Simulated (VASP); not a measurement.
# Sb (R-3m) in VASP: settings compared

Sb is run at these levels: LDA, PBEsol; tasks: single point.

All numbers are computed with VASP 6.6.1; they aren't measurements. Logs are shortened: lines on timing, memory, paths and dates and some standing lists are left out, and cuts for length are marked.

**1. The cell of the first run**

The structure is trigonal, space group R-3m (No. 166). Conventional cell: a = 4.279 Å, b = 4.279 Å, c = 11.198 Å, α = 90.00°, β = 90.00°, γ = 120.00°. Within 3.8 Å of Sb (site symmetry 3m) lie 6 Sb at 2.89 to 3.33 Å.

**2. Single point, LDA**

INCAR reads:

```
SYSTEM = Sb
PREC = Accurate
ENCUT = 500
EDIFF = 1E-6
ISMEAR = -1
SIGMA = 0.05
LREAL = .False.
LASPH = .True.
NELM = 120
ALGO = Normal
ISIF = 2
LWAVE = .False.
LCHARG = .False.
GGA = CA
NBANDS = 22
GGA_COMPAT = .False.
```

KPOINTS reads:

```
Automatic mesh
0
Gamma
  8 8 8
  0 0 0
```

POSCAR reads:

```
Sb
1.0
    2.1397418462      1.2353805309      3.7327777635
   -2.1397418462      1.2353805309      3.7327777635
    0.0000000000     -2.4707610619      3.7327777635
Sb
2
Direct
    0.7665100000      0.7665100000      0.7665100000
    0.2334900000      0.2334900000      0.2334900000
```

Potentials or basis: VASP PAW LDA potentials, release 64 (Sb_d_GW).

On the command line:

```sh
> cat potpaw_LDA.64/Sb_d_GW/POTCAR > POTCAR
> mpirun -np 1 vasp_std > vasp.out
```

OUTCAR:

```text
SYSTEM = Sb
   PREC = Accurate
   ENCUT = 500
   EDIFF = 1E-6
   ISMEAR = -1
   LREAL = .False.
   LASPH = .True.
   NELM = 120
   ISIF = 2
   GGA = CA

 ion  position               nearest neighbor table
   1  0.767  0.767  0.767-   2 2.89   2 2.89   2 2.89   2 3.33   2 3.33   2 3.33
   2  0.233  0.233  0.233-   1 2.89   1 2.89   1 2.89   1 3.33   1 3.33   1 3.33

  LATTYP: Found a trigonal (rhomboedric) cell.
 ALAT       =     4.4764148664
 COS(alpha) =     0.5430253624

  Lattice vectors:

 A1 = (   2.1397418462,   1.2353805309,   3.7327777635)
 A2 = (  -2.1397418462,   1.2353805309,   3.7327777635)
 A3 = (   0.0000000000,  -2.4707610619,   3.7327777635)

Analysis of symmetry for initial positions (statically):
=====================================================================
 Subroutine PRICEL returns:
 Original cell was already a primitive cell.

 Routine SETGRP: Setting up the symmetry group for a
 trigonal (rhombohedral) supercell.

 Subroutine GETGRP returns: Found 12 space group operations
 (whereof 12 operations were pure point group operations)
 out of a pool of 12 trial point group operations.

The static configuration has the point symmetry D_3d.

Analysis of symmetry for dynamics (positions and initial velocities):
=====================================================================
 Subroutine PRICEL returns:
 Original cell was already a primitive cell.

 Routine SETGRP: Setting up the symmetry group for a
 trigonal (rhombohedral) supercell.

 Subroutine GETGRP returns: Found 12 space group operations
 (whereof 12 operations were pure point group operations)
 out of a pool of 12 trial point group operations.

The dynamic configuration has the point symmetry D_3d.

 Subroutine INISYM returns: Found 12 space group operations
 (whereof 12 operations are pure point group operations),
 and found     1 'primitive' translations

----------------------------------------------------------------------------------------

                                     Primitive cell

  volume of cell :      59.2032

  direct lattice vectors                    reciprocal lattice vectors
     2.139741846  1.235380531  3.732777764     0.233673048  0.134911197  0.089299003
    -2.139741846  1.235380531  3.732777764    -0.233673048  0.134911197  0.089299003
     0.000000000 -2.470761062  3.732777764     0.000000000 -0.269822395  0.089299003

  length of vectors
     4.476414866  4.476414866  4.476414866     0.284215476  0.284215476  0.284215476

  position of ions in fractional coordinates (direct lattice)
     0.766510000  0.766510000  0.766510000
     0.233490000  0.233490000  0.233490000

  ion indices of the primitive-cell ions
   primitive index   ion index
                 1           1
                 2           2

----------------------------------------------------------------------------------------

 KPOINTS: Automatic mesh

Automatic generation of k-mesh.
 Grid dimensions read from file:
 generate k-points for:    8    8    8

 Generating k-lattice:

  Cartesian coordinates                     Fractional coordinates (reciprocal lattice)
     0.029209131  0.016863900  0.011162375     0.125000000  0.000000000  0.000000000
    -0.029209131  0.016863900  0.011162375     0.000000000  0.125000000  0.000000000
     0.000000000 -0.033727799  0.011162375     0.000000000  0.000000000  0.125000000

  Length of vectors
     0.035526934  0.035526934  0.035526934

  Shift w.r.t. Gamma in fractional coordinates (k-lattice)
     0.000000000  0.000000000  0.000000000

 Subroutine IBZKPT returns following result:
 ===========================================

 Found     65 irreducible k-points:

 Following reciprocal coordinates:
            Coordinates               Weight
  0.000000  0.000000  0.000000      1.000000
  0.125000 -0.000000  0.000000      6.000000
  0.250000 -0.000000  0.000000      6.000000
  0.375000 -0.000000  0.000000      6.000000
  0.500000 -0.000000  0.000000      3.000000
  0.125000  0.125000  0.000000      6.000000
[... 16 lines left out ...]
  0.250000  0.125000  0.125000      6.000000
  0.375000  0.125000  0.125000      6.000000
 [... further k-points ...]
   k-points           NKPTS =     65   k-points in BZ     NKDIM =     65   number of bands    NBANDS=     22
   number of dos      NEDOS =    301   number of ions     NIONS =      2
   total plane-waves  NPLWV =  46656
   dimension x,y,z NGX =    36 NGY =   36 NGZ =   36
   dimension x,y,z NGXF=    72 NGYF=   72 NGZF=   72
   ions per type =               2
   NGX,Y,Z   is equivalent  to a cutoff of  13.37, 13.37, 13.37 a.u.
   NGXF,Y,Z  is equivalent  to a cutoff of  26.74, 26.74, 26.74 a.u.
 SYSTEM =  Sb
   PREC   = accura    normal or accurate (medium, high low for compatibility)
   ISTART =      0    job   : 0-new  1-cont  2-samecut
   ICHARG =      2    charge: 1-file 2-atom 10-const
   ISPIN  =      1    spin polarized calculation?
   LNONCOLLINEAR =      F non collinear calculations
   LSORBIT =      F    spin-orbit coupling
   LASPH  =      T    aspherical Exc in radial PAW
   ENCUT  =  500.0 eV  36.75 Ry    6.06 a.u.   8.16  8.16  8.16*2*pi/ulx,y,z
   NELM   =    120;   NELMIN=  2; NELMDL= -5     # of ELM steps
   EDIFF  = 0.1E-05   stopping-criterion for ELM
   LREAL  =      F    real-space projection
   EDIFFG = 0.1E-04   stopping-criterion for IOM
   NSW    =      0    number of steps for IOM
   IBRION =     -1    ionic relax: 0-MD 1-quasi-New 2-CG
   NFREE  =      0    steps in history (QN), initial steepest desc. (CG)
   ISIF   =      2    stress and relaxation
   ISYM   =      2    0-nonsym 1-usesym 2-fastsym
   POTIM  = 0.5000    time-step for ionic-motion
   TEBEG  =    0.0;   TEEND  =   0.0 temperature during run
   PSTRESS=    0.0 pullay stress
   NELECT =      30.0000    total number of electrons
   NUPDOWN=      -1.0000    fix difference up-down
   EMIN   =  10.00;   EMAX   =-10.00  energy-range for DOS
   EFERMI =   0.00;   METHOD = LEGACY
   ISMEAR =    -1;   SIGMA  =   0.05  broadening in eV -4-tet -1-fermi 0-gaus
   EFERMI_NEDOS =   21; number of points for ismear=-14 and -15
   IALGO  =     38    algorithm
   IMIX   =      4    mixing-type and parameters
     AMIX     =   0.40;   BMIX     =  1.00
     AMIX_MAG =   1.60;   BMIX_MAG =  1.00
  volume/ion in A,a.u.               =      29.60       199.76
  Fermi-wavevector in a.u.,A,eV,Ry     =   1.305169  2.466412 23.177063  1.703466
  Thomas-Fermi vector in A             =   2.436056
   LORBIT       =      0    0 simple, 1 ext, 2 COOP (PROOUT), +10 PAW based schemes
   GGA     = CA    functional components
   LHFCALC =     F    Hartree Fock is set to
   AEXX    =    0.0000 exact exchange contribution
   IVDW    =     0    specifies the selected vdW correction
   LEPSILON=     F    determine dielectric tensor
   LRPA    =     F    only Hartree local field effects (RPA)
 non-spin polarized calculation
  energy-cutoff  :      500.00
  volume of cell :       59.20
 maximum number of plane-waves:      1526
 NGX is ok and might be reduce to    36
   NGX = 17   NGY = 17   NGZ = 17

 number of electron      30.0000004 magnetization

 Free energy of the ion-electron system (eV)
  ---------------------------------------------------
  ext. energy  EPLUGINS =         0.00000000
  ---------------------------------------------------
  free energy    TOTEN  =        -9.64645019 eV

  energy without entropy =       -9.64349270  energy(sigma->0) =       -9.64497145

 E-fermi :   5.4412     XC(G=0): -10.2454

 val. band max:        5.4134319257   @ k =   0.3750   0.2500   0.2500
 cond. band min:       5.4421597272   @ k =   0.3750   0.1250   0.1250
 fundamental gap:      0.0287278015
 Fermi energy:         5.4411722454

 k-point     1 :       0.0000    0.0000    0.0000
  band No.  band energies     occupation
      1     -24.0228      2.00000
      2     -24.0228      2.00000
      3     -23.9248      2.00000
      4     -23.9248      2.00000
      5     -23.9001      2.00000
      6     -23.8016      2.00000
[... 14 lines left out ...]
     21      10.6648      0.00000
     22      11.8898      0.00000

 k-point     2 :       0.1250   -0.0000    0.0000
  band No.  band energies     occupation
      1     -24.0161      2.00000
      2     -24.0132      2.00000
      3     -23.9215      2.00000
      4     -23.9192      2.00000
      5     -23.8959      2.00000
      6     -23.8060      2.00000
[... 14 lines left out ...]
     21      10.6638      0.00000
     22      13.1348      0.00000

 k-point     3 :       0.2500   -0.0000    0.0000
  band No.  band energies     occupation
      1     -23.9982      2.00000
      2     -23.9859      2.00000
      3     -23.9136      2.00000
      4     -23.9038      2.00000
      5     -23.8834      2.00000
      6     -23.8196      2.00000
[... 14 lines left out ...]
     21      11.5391      0.00000
     22      15.4530      0.00000

 k-point     4 :       0.3750   -0.0000    0.0000
  band No.  band energies     occupation
      1     -23.9769      2.00000
      2     -23.9466      2.00000
      3     -23.9052      2.00000
      4     -23.8822      2.00000
      5     -23.8663      2.00000
      6     -23.8440      2.00000
[... 14 lines left out ...]
     21      13.0875      0.00000
     22      15.5700      0.00000

 k-point     5 :       0.5000   -0.0000    0.0000
  band No.  band energies     occupation
      1     -23.9665      2.00000
      2     -23.9161      2.00000
      3     -23.9008      2.00000
      4     -23.8776      2.00000
      5     -23.8634      2.00000
      6     -23.8542      2.00000
[... 14 lines left out ...]
     21      14.6555      0.00000
     22      14.8327      0.00000

 k-point     6 :       0.1250    0.1250    0.0000
  band No.  band energies     occupation
      1     -24.0218      2.00000
      2     -24.0039      2.00000
      3     -23.9232      2.00000
      4     -23.9167      2.00000
      5     -23.8945      2.00000
      6     -23.8082      2.00000
[... 14 lines left out ...]
     21      11.2069      0.00000
     22      12.7937      0.00000

 k-point     7 :       0.2500    0.1250    0.0000
  band No.  band energies     occupation
      1     -24.0128      2.00000
      2     -23.9807      2.00000
      3     -23.9176      2.00000
      4     -23.9070      2.00000
      5     -23.8847      2.00000
      6     -23.8211      2.00000
[... 324 lines left out ...]
      6     -23.8502      2.00000
[... 14 lines left out ...]
     21      14.0819      0.00000
     22      16.3802      0.00000

 k-point    21 :       0.5000    0.5000    0.0000
  band No.  band energies     occupation
      1     -24.0154      2.00000
      2     -23.9304      2.00000
      3     -23.9181      2.00000
      4     -23.8596      2.00000
      5     -23.8567      2.00000
      6     -23.8544      2.00000
[... 14 lines left out ...]
     21      15.4841      0.00000
     22      16.2124      0.00000

 k-point    22 :       0.1250    0.1250    0.1250
  band No.  band energies     occupation
      1     -24.0163      2.00000
      2     -24.0163      2.00000
      3     -23.9221      2.00000
      4     -23.9221      2.00000
      5     -23.8974      2.00000
      6     -23.8036      2.00000
[... 14 lines left out ...]
     21      10.7601      0.00000
     22      12.7447      0.00000

 k-point    23 :       0.2500    0.1250    0.1250
  band No.  band energies     occupation
      1     -24.0105      2.00000
      2     -23.9996      2.00000
      3     -23.9168      2.00000
      4     -23.9160      2.00000
      5     -23.8922      2.00000
      6     -23.8089      2.00000
[... 14 lines left out ...]
     21      11.5423      0.00000
     22      13.0606      0.00000

 k-point    24 :       0.3750    0.1250    0.1250
  band No.  band energies     occupation
      1     -23.9873      2.00000
      2     -23.9790      2.00000
      3     -23.9065      2.00000
      4     -23.9021      2.00000
      5     -23.8818      2.00000
      6     -23.8196      2.00000
[... 14 lines left out ...]
     21      12.7006      0.00000
     22      14.5647      0.00000

 [... further k-points ...]
[... 5 lines left out ...]
  --------------------------------------------------------------------------------------
  -------------------------------------------------------------------------------------
  Total        0.0583158      0.0583158     -0.2019773      0.0000000      0.0000000      0.0000000
  in kB        1.5781597      1.5781597     -5.4659745      0.0000000      0.0000000      0.0000000
  external PRESSURE =      -0.7698850 kB  Pullay stress =       0.0000000 kB

 VOLUME and BASIS-vectors are now :
 -----------------------------------------------------------------------------
  energy-cutoff  :      500.00
  volume of cell :       59.20
      direct lattice vectors                 reciprocal lattice vectors
     2.139741846  1.235380531  3.732777764     0.233673048  0.134911197  0.089299003
    -2.139741846  1.235380531  3.732777764    -0.233673048  0.134911197  0.089299003
     0.000000000 -2.470761062  3.732777764     0.000000000 -0.269822395  0.089299003

 POSITION                                       TOTAL-FORCE (eV/Angst)
 -----------------------------------------------------------------------------------
      0.00000     -0.00000      8.58363         0.000000      0.000000     -0.126849
      0.00000     -0.00000      2.61470         0.000000     -0.000000      0.126849
 -----------------------------------------------------------------------------------
    total drift:                                0.000000     -0.000000      0.000000

  FREE ENERGIE OF THE ION-ELECTRON SYSTEM (eV)
  ---------------------------------------------------
  free  energy   TOTEN  =        -9.6464501911 eV

  energy  without entropy=       -9.6434927044  energy(sigma->0) =       -9.64497145
```

Run time: 86 s. Hardware: 1 thread of Intel Xeon Platinum 8259CL at 2.50GHz (Skylake/Cascade Lake), shared host; peak memory 0.22 GiB.

Results:

- Free energy: -9.6465 eV
- Pressure: -0.1 GPa
- Largest force: 0.127 eV/Å
- Band gap on the k mesh: zero (band 15 reaches 5.44 eV, above the bottom of band 16 at 5.14 eV)

Forces in eV/Å, atoms in the order of the input:
```
Sb   0.000  0.000 -0.127
Sb   0.000  0.000  0.127
```

Levels at points of the mesh, in eV from the Fermi level:
```tsv
k point	band 11	band 12	band 13	band 14	band 15	band 16	band 17	band 18	band 19	band 20
(0.00, 0.00, 0.00)	-12.98	-4.89	-2.19	-1.90	-1.90	2.01	2.63	2.63	5.11	5.11
(0.50, 0.00, 0.00)	-10.57	-9.84	-2.04	-1.93	-0.38	-0.30	0.08	0.40	7.53	8.40
(0.50, 0.50, 0.00)	-10.54	-8.15	-5.62	-3.91	-3.81	1.42	4.91	5.48	6.94	9.21
(0.50, 0.50, 0.50)	-11.40	-9.19	-1.40	-1.40	-0.56	0.03	0.03	1.05	6.95	8.97
```

Caveat: spin-orbit coupling is left out, which moves the levels of the heavy elements.

**3. Single point, PBEsol**

This run uses another cell than the first one, of 30.21 Å³/atom, 1.020 times its volume.

INCAR reads:

```
PREC = Accurate
ENCUT = 500
EDIFF = 1E-6
ISMEAR = -1
SIGMA = 0.03
LREAL = False
LASPH = True
NELM = 120
ALGO = Normal
ISIF = 2
LWAVE = False
LCHARG = False
GGA = PS
NBANDS = 12
GGA_COMPAT = False
```

KPOINTS reads:

```
Automatic mesh
0
Gamma
  5 5 5
```

POSCAR reads:

```
Sb
1.0
    2.1542000000      1.2437279499      3.7580000000
   -2.1542000000      1.2437279499      3.7580000000
    0.0000000000     -2.4874558998      3.7580000000
Sb
2
Direct
    0.7665100000      0.7665100000      0.7665100000
    0.2334900000      0.2334900000      0.2334900000
```

Potentials or basis: VASP PAW PBE potentials, release 64 (Sb).

On the command line:

```sh
> cat potpaw_PBE.64/Sb/POTCAR > POTCAR
> mpirun -np 1 vasp_std > vasp.out
```

It used 23 s of CPU time on 1 thread of AMD EPYC 7R13 Processor (Zen 3), on a shared host.

It converged, with:

```yaml
Free_energy: -9.1546 eV
Pressure: 0.1 GPa
Largest_force: 0.029 eV/Å
Band_gap_on_the_k_mesh: 0.38 eV, indirect (least direct gap 0.74 eV)
```

Forces on the atoms (eV/Å):
```
Sb   0.000  0.000 -0.029
Sb   0.000  0.000  0.029
```

Stress tensor (GPa, compression positive):
```
 0.52  0.00  0.00
 0.00  0.52  0.00
 0.00  0.00 -0.67
```

Levels at points of the mesh, in eV from the valence-band top:
| k point | band 1 | band 2 | band 3 | band 4 | band 5 | band 6 | band 7 | band 8 | band 9 | band 10 |
| --- | --- | --- | --- | --- | --- | --- | --- | --- | --- | --- |
| (0.00, 0.00, 0.00) | -12.60 | -4.68 | -1.93 | -1.65 | -1.65 | 2.21 | 2.83 | 2.83 | 5.19 | 5.19 |

Caveat: the PAW data sets were made with another functional, which shifts forces and pressure a little; spin-orbit coupling is left out, which moves the levels of the heavy elements. A k mesh can miss the band edges.
